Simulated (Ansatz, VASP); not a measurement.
One calculation of Zr, two programs

```
CELL_PARAMETERS angstrom
3.01817 0.00000 0.00000
-1.50909 2.61381 0.00000
0.00000 0.00000 4.98002
ATOMIC_POSITIONS crystal
Zr 0.33333 0.66667 0.25000
Zr 0.66667 0.33333 0.75000
```

Change from the starting cell: volume scaled by 0.84, PAW files.

Alike in both runs: task single point; functional PBE; k mesh 15 × 15 × 8; occupations fermi-dirac, width 0.05 eV; no spin polarisation.

|  | VASP | Ansatz |
| --- | --- | --- |
| version | VASP 6.6.1 | Ansatz 0.2.0 |
| potentials or method | VASP PAW PBE potentials, release 64 (Zr_sv) | PAW with Ansatz's default frozen-core files, scalar-relativistic |
| plane-wave cutoff (eV) | 520 | 420 |
| valence electrons in the cell | 24 | 24 |

```csv
,VASP,Ansatz,Ansatz less VASP
pressure (GPa),21.1,21.0,-0.04
```
